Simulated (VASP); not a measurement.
# CuO (C2/c) in VASP: single point with r2SCAN

Aim: the single point of CuO with r2SCAN.

Program: VASP 6.6.1. These are calculated values, not measurements. Logs are shortened: lines on timing, memory, paths and dates and some standing lists are left out, and cuts for length are marked.

**1. The cell of the first run**

The structure is monoclinic, space group C2/c (No. 15). Conventional cell: a = 4.681 Å, b = 3.418 Å, c = 5.122 Å, α = 90.00°, β = 99.78°, γ = 90.00°. Cu (site symmetry -1) has 4 O at 1.95 to 1.96 Å within 2.6 Å. Within 2.9 Å of O (site symmetry 2) lie 6 Cu at 1.95 to 2.77 Å and 6 O at 2.62 to 2.90 Å.

**2. Single point, r2SCAN, collinear spin, ferromagnetic start**

File POSCAR:

```
CuO
1.0
    2.3404500000     -1.7088000000      0.0000000000
    2.3404500000      1.7088000000      0.0000000000
   -1.7408000000      0.0000000000     10.0950000000
Cu O
4 4
Direct
    0.0000000000      0.5000000000      0.0000000000
    0.0000000000      0.5000000000      0.5000000000
    0.5000000000      0.0000000000      0.2500000000
    0.5000000000      0.0000000000      0.7500000000
    0.5830000000      0.4170000000      0.1250000000
    0.5830000000      0.4170000000      0.6250000000
    0.4170000000      0.5830000000      0.3750000000
    0.4170000000      0.5830000000      0.8750000000
```

File INCAR.step1:

```
PREC = Accurate
ENCUT = 520
ISMEAR = -1
SIGMA = 0.05
LREAL = False
LASPH = True
NELM = 150
ISPIN = 2
MAGMOM = 0.7 0.7 0.7 0.7 0.35 0.35 0.35 0.35
LMAXMIX = 4
NBANDS = 48
GGA = PE
ALGO = Normal
EDIFF = 1E-4
LWAVE = True
LCHARG = False
```

File INCAR.step2:

```
PREC = Accurate
ENCUT = 520
EDIFF = 1E-7
ISMEAR = -1
SIGMA = 0.05
LREAL = False
LASPH = True
NELM = 150
ALGO = Normal
ISIF = 2
LWAVE = False
LCHARG = False
ISPIN = 2
MAGMOM = 0.7 0.7 0.7 0.7 0.35 0.35 0.35 0.35
LORBIT = 11
LMAXMIX = 4
METAGGA = R2SCAN
LMIXTAU = True
NBANDS = 48
ISTART = 1
```

File KPOINTS:

```
Automatic mesh
0
Gamma
  6 6 2
```

Potentials or basis: VASP PAW PBE potentials, release 64 (Cu, O).

Run with:

```
$ cat potpaw_PBE.64/Cu/POTCAR potpaw_PBE.64/O/POTCAR > POTCAR
$ cp INCAR.step1 INCAR
$ mpirun -np 1 vasp_std > vasp.out
$ cp INCAR.step2 INCAR
$ mpirun -np 1 vasp_std > vasp.out
```

OUTCAR:

```text
PREC = Accurate
   ENCUT = 520
   EDIFF = 1E-7
   ISMEAR = -1
   LREAL = False
   LASPH = True
   NELM = 150
   ISIF = 2
   ISPIN = 2
   LORBIT = 11
   METAGGA = R2SCAN
   ISTART = 1

 ion  position               nearest neighbor table
   1  0.000  0.500  0.000-   5 1.95   8 1.95   8 1.96   5 1.96
   2  0.000  0.500  0.500-   6 1.95   7 1.95   7 1.96   6 1.96
   3  0.500  0.000  0.250-   7 1.95   5 1.95   7 1.96   5 1.96
   4  0.500  0.000  0.750-   8 1.95   6 1.95   8 1.96   6 1.96
   5  0.583  0.417  0.125-   3 1.95   1 1.95   3 1.96   1 1.96
   6  0.583  0.417  0.625-   4 1.95   2 1.95   4 1.96   2 1.96
   7  0.417  0.583  0.375-   2 1.95   3 1.95   3 1.96   2 1.96
   8  0.417  0.583  0.875-   1 1.95   4 1.95   4 1.96   1 1.96
[... 9 lines left out ...]
 A1 = (   2.3404500000,  -1.7088000000,   0.0000000000)
 A2 = (   2.3404500000,   1.7088000000,   0.0000000000)
 A3 = (  -1.7408000000,   0.0000000000,  10.0950000000)

Analysis of symmetry for initial positions (statically):
=====================================================================
 Subroutine PRICEL returns following result:

  LATTYP: Found a base centered monoclinic cell.
 ALAT       =     4.6809000000
 B/A-ratio  =     0.7301160033
 C/A-ratio  =     1.0942333560
 COS(beta)  =    -0.1699337220
[... 12 lines left out ...]
 Subroutine GETGRP returns: Found  4 space group operations
 (whereof  2 operations were pure point group operations)
 out of a pool of  4 trial point group operations.

The static configuration has the point symmetry S_2 .
 The point group associated with its full space group is C_2h.

Analysis of symmetry for dynamics (positions and initial velocities):
=====================================================================
 Subroutine PRICEL returns following result:

  LATTYP: Found a base centered monoclinic cell.
 ALAT       =     4.6809000000
 B/A-ratio  =     0.7301160033
 C/A-ratio  =     1.0942333560
 COS(beta)  =    -0.1699337220
[... 12 lines left out ...]
 Subroutine GETGRP returns: Found  4 space group operations
 (whereof  2 operations were pure point group operations)
 out of a pool of  4 trial point group operations.

The dynamic configuration has the point symmetry S_2 .
 The point group associated with its full space group is C_2h.

Analysis of structural, dynamic, and magnetic symmetry:
=====================================================================
 Subroutine PRICEL returns following result:

  LATTYP: Found a base centered monoclinic cell.
 ALAT       =     4.6809000000
 B/A-ratio  =     0.7301160033
 C/A-ratio  =     1.0942333560
 COS(beta)  =    -0.1699337220
[... 12 lines left out ...]
 Subroutine GETGRP returns: Found  4 space group operations
 (whereof  2 operations were pure point group operations)
 out of a pool of  4 trial point group operations.

The overall configuration has the point symmetry S_2 .
 The point group associated with its full space group is C_2h.

 Subroutine INISYM returns: Found  4 space group operations
 (whereof  2 operations are pure point group operations),
 and found     2 'primitive' translations

----------------------------------------------------------------------------------------

                                     Primitive cell

  volume of cell :      40.3735

  direct lattice vectors                    reciprocal lattice vectors
     2.340450000 -1.708800000  0.000000000     0.213634130 -0.292602996  0.036839455
     2.340450000  1.708800000  0.000000000     0.213634130  0.292602996  0.036839455
    -0.870400000  0.000000000  5.047500000     0.000000000  0.000000000  0.198117880

  length of vectors
     2.897879163  2.897879163  5.121996916     0.364160954  0.364160954  0.198117880

  position of ions in fractional coordinates (direct lattice)
     0.000000000  0.500000000  0.000000000
     0.500000000  0.000000000  0.500000000
     0.583000000  0.417000000  0.250000000
     0.417000000  0.583000000  0.750000000

  ion indices of the primitive-cell ions
   primitive index   ion index
                 1           1
                 2           3
                 3           5
                 4           8

----------------------------------------------------------------------------------------

 KPOINTS: Automatic mesh

Automatic generation of k-mesh.
 Grid dimensions read from file:
 generate k-points for:    6    6    2

 Generating k-lattice:

[... 52 lines left out ...]
   PREC   = accura    normal or accurate (medium, high low for compatibility)
   ISTART =      1    job   : 0-new  1-cont  2-samecut
   ICHARG =      0    charge: 1-file 2-atom 10-const
   ISPIN  =      2    spin polarized calculation?
   LNONCOLLINEAR =      F non collinear calculations
   LSORBIT =      F    spin-orbit coupling
   LASPH  =      T    aspherical Exc in radial PAW
   ENCUT  =  520.0 eV  38.22 Ry    6.18 a.u.   5.39  5.39 19.05*2*pi/ulx,y,z
   NELM   =    150;   NELMIN=  2; NELMDL=  0     # of ELM steps
   EDIFF  = 0.1E-06   stopping-criterion for ELM
   LREAL  =      F    real-space projection
   EDIFFG = 0.1E-05   stopping-criterion for IOM
   NSW    =      0    number of steps for IOM
   IBRION =     -1    ionic relax: 0-MD 1-quasi-New 2-CG
   NFREE  =      0    steps in history (QN), initial steepest desc. (CG)
   ISIF   =      2    stress and relaxation
   ISYM   =      2    0-nonsym 1-usesym 2-fastsym
   POTIM  = 0.5000    time-step for ionic-motion
   TEBEG  =    0.0;   TEEND  =   0.0 temperature during run
   PSTRESS=    0.0 pullay stress
   NELECT =      68.0000    total number of electrons
   NUPDOWN=      -1.0000    fix difference up-down
   EMIN   =  10.00;   EMAX   =-10.00  energy-range for DOS
   EFERMI =   0.00;   METHOD = LEGACY
   ISMEAR =    -1;   SIGMA  =   0.05  broadening in eV -4-tet -1-fermi 0-gaus
   EFERMI_NEDOS =   21; number of points for ismear=-14 and -15
   IALGO  =     38    algorithm
   IMIX   =      4    mixing-type and parameters
     AMIX     =   0.40;   BMIX     =  1.00
     AMIX_MAG =   1.60;   BMIX_MAG =  1.00
  volume/ion in A,a.u.               =      10.09        68.11
  Fermi-wavevector in a.u.,A,eV,Ry     =   1.545974  2.921467 32.518405  2.390035
  Thomas-Fermi vector in A             =   2.651276
   LORBIT       =     11    0 simple, 1 ext, 2 COOP (PROOUT), +10 PAW based schemes
   METAGGA = R2SCAN    functional components
   LHFCALC =     F    Hartree Fock is set to
   AEXX    =    0.0000 exact exchange contribution
   IVDW    =     0    specifies the selected vdW correction
   LEPSILON=     F    determine dielectric tensor
   LRPA    =     F    only Hartree local field effects (RPA)
 spin polarized calculation
  energy-cutoff  :      520.00
  volume of cell :       80.75
 maximum number of plane-waves:      2229
 NGX is ok and might be reduce to    24
   NGX = 11   NGY = 11   NGZ = 39

 number of electron      67.9999997 magnetization       0.0000757

 number of electron      67.9999997 magnetization      -0.0000857

 Free energy of the ion-electron system (eV)
  ---------------------------------------------------
  ext. energy  EPLUGINS =         0.00000000
  ---------------------------------------------------
  free energy    TOTEN  =       -72.75305016 eV

  energy without entropy =      -72.71390157  energy(sigma->0) =      -72.73347586

 E-fermi :   5.5825     XC(G=0): -12.6444

 val. band max:        5.5679140479   @ k =   0.3333   0.3333   0.5000
 cond. band min:       5.5901889338   @ k =   0.3333   0.0000   0.5000
 fundamental gap:      0.0222748859
 Fermi energy:         5.5825384177

 spin component 1

 k-point     1 :       0.0000    0.0000    0.0000
  band No.  band energies     occupation
      1     -15.5285      1.00000
      2     -14.9397      1.00000
      3     -14.9397      1.00000
      4     -14.2363      1.00000
      5      -2.8250      1.00000
      6      -0.7366      1.00000
[... 1165 lines left out ...]
     45      17.7728      0.00000
     46      17.9377      0.00000

 [... further k-points ...]

 spin component 2

 k-point     1 :       0.0000    0.0000    0.0000
  band No.  band energies     occupation
      1     -15.5285      1.00000
      2     -14.9397      1.00000
      3     -14.9397      1.00000
      4     -14.2363      1.00000
      5      -2.8250      1.00000
      6      -0.7367      1.00000
[... 1165 lines left out ...]
     45      17.7728      0.00000
     46      17.9377      0.00000

 [... further k-points ...]

 [bands above 46 left out]

------------------------ aborting loop because EDIFF is reached ----------------------------------------

  FORCE on cell =-STRESS in cart. coord.  units (eV):
  Direction    XX          YY          ZZ          XY          YZ          ZX
  --------------------------------------------------------------------------------------
  -------------------------------------------------------------------------------------
  Total       -0.0384146      0.7697856     -0.3759025      0.0000000      0.0000000     -0.2961278
  in kB       -0.7622198     15.2740224     -7.4586260      0.0000000      0.0000000     -5.8757437
  external PRESSURE =       2.3510588 kB  Pullay stress =       0.0000000 kB

 VOLUME and BASIS-vectors are now :
 -----------------------------------------------------------------------------
  energy-cutoff  :      520.00
  volume of cell :       80.75
      direct lattice vectors                 reciprocal lattice vectors
     2.340450000 -1.708800000  0.000000000     0.213634130 -0.292602996  0.036839455
     2.340450000  1.708800000  0.000000000     0.213634130  0.292602996  0.036839455
    -1.740800000  0.000000000 10.095000000     0.000000000  0.000000000  0.099058940

 POSITION                                       TOTAL-FORCE (eV/Angst)
 -----------------------------------------------------------------------------------
      1.17023      0.85440      0.00000         0.000000      0.000000      0.000000
      0.29983      0.85440      5.04750         0.000000      0.000000      0.000000
      0.73503     -0.85440      2.52375         0.000000      0.000000      0.000000
     -0.13537     -0.85440      7.57125         0.000000      0.000000      0.000000
      2.12285     -0.28366      1.26188        -0.000000      0.255525     -0.000000
      1.25245     -0.28366      6.30938        -0.000000      0.255525     -0.000000
      1.68765      0.28366      3.78563         0.000000     -0.255525     -0.000000
      0.81725      0.28366      8.83313        -0.000000     -0.255525     -0.000000
 -----------------------------------------------------------------------------------
    total drift:                                0.000000      0.000000     -0.000000

  FREE ENERGIE OF THE ION-ELECTRON SYSTEM (eV)
  ---------------------------------------------------
  free  energy   TOTEN  =       -72.7530501561 eV

  energy  without entropy=      -72.7139015670  energy(sigma->0) =      -72.73347586

 total charge

# of ion       s       p       d       tot
------------------------------------------
    1        0.380   0.400   9.152   9.931
    2        0.380   0.400   9.152   9.931
    3        0.380   0.400   9.152   9.931
    4        0.380   0.400   9.152   9.931
    5        1.580   3.414   0.000   4.994
    6        1.580   3.414   0.000   4.994
    7        1.580   3.414   0.000   4.994
    8        1.580   3.414   0.000   4.994
--------------------------------------------------
tot          7.838  15.254  36.608  59.700

 magnetization (x)

# of ion       s       p       d       tot
------------------------------------------
    1        0.000  -0.000  -0.000  -0.000
    2        0.000  -0.000  -0.000  -0.000
    3        0.000  -0.000  -0.000  -0.000
    4        0.000  -0.000  -0.000  -0.000
    5       -0.000  -0.000   0.000  -0.000
    6       -0.000  -0.000   0.000  -0.000
    7       -0.000  -0.000   0.000  -0.000
    8       -0.000  -0.000   0.000  -0.000
--------------------------------------------------
tot         -0.000  -0.000  -0.000  -0.000
```

It took 16 min on 1 thread of Intel Xeon 8259CL, shared host; peak memory 0.34 GiB.

What came out:

| Item | Value |
| --- | --- |
| Free energy | -72.7531 eV |
| Pressure | 0.2 GPa |
| Largest force | 0.256 eV/Å |
| Band gap on the k mesh | zero (filled and empty bands overlap) |
| Net moment | 0.00 μB per cell |
| Valence electrons inside the program's atomic spheres | Cu 9.93; O 4.99 |

Forces on the atoms (eV/Å):
```
Cu   0.000  0.000  0.000
Cu   0.000  0.000  0.000
Cu   0.000  0.000  0.000
Cu   0.000  0.000  0.000
O    0.000  0.256  0.000
O    0.000  0.256  0.000
O    0.000 -0.256  0.000
O    0.000 -0.256  0.000
```

Stress tensor (GPa, compression positive):
```
-0.08  0.00 -0.59
 0.00  1.53  0.00
-0.59  0.00 -0.75
```

Levels at points of the mesh, in eV from the Fermi level:
Spin up:
```
           k point  band 30  band 31  band 32  band 33  band 34  band 35  band 36  band 37  band 38  band 39
(0.00, 0.00, 0.00)    -1.87    -1.69    -1.69     0.19     0.26     0.26     0.97     2.07     4.35     4.35
(0.50, 0.00, 0.00)    -1.78    -1.68    -1.57    -0.12     0.02     0.26     0.76     5.35     5.58     6.88
(0.50, 0.50, 0.00)    -1.47    -1.47    -1.39    -0.75    -0.39    -0.39     1.10     3.76     5.64     5.64
(0.00, 0.00, 0.50)    -1.99    -1.96    -1.96     0.14     0.14     0.73     0.73     2.87     2.87     5.72
(0.50, 0.00, 0.50)    -1.81    -1.71    -1.71    -0.07    -0.07     0.57     0.57     5.34     5.34     7.33
(0.50, 0.50, 0.50)    -1.49    -1.46    -1.46    -0.81    -0.81     0.57     0.57     4.34     4.34     7.16
```
Spin down:
| k point | band 31 | band 32 | band 33 | band 34 | band 35 | band 36 | band 37 | band 38 |
| --- | --- | --- | --- | --- | --- | --- | --- | --- |
| (0.00, 0.00, 0.00) | -1.69 | -1.69 | 0.19 | 0.26 | 0.26 | 0.97 | 2.07 | 4.35 |
| (0.50, 0.00, 0.00) | -1.68 | -1.57 | -0.12 | 0.02 | 0.26 | 0.76 | 5.35 | 5.58 |
| (0.50, 0.50, 0.00) | -1.47 | -1.39 | -0.75 | -0.39 | -0.39 | 1.10 | 3.76 | 5.64 |
| (0.00, 0.00, 0.50) | -1.96 | -1.96 | 0.14 | 0.14 | 0.73 | 0.73 | 2.87 | 2.87 |
| (0.50, 0.00, 0.50) | -1.71 | -1.71 | -0.07 | -0.07 | 0.57 | 0.57 | 5.34 | 5.34 |
| (0.50, 0.50, 0.50) | -1.46 | -1.46 | -0.81 | -0.81 | 0.57 | 0.57 | 4.34 | 4.34 |

Caveat: the k points lie up to 0.38 Å⁻¹ apart, too coarse for converged energies and pressures of a metal; the PAW data sets were made with another functional, which shifts forces and pressure a little; semilocal functionals often make such compounds metallic where correlation or magnetic order opens a gap, which also shifts bond lengths. With open d or f shells a metallic result of r2SCAN can be an artefact of self-interaction; +U or a hybrid may open a gap.

The gap in the log of VASP goes by the Fermi energy; the results here count the filled bands.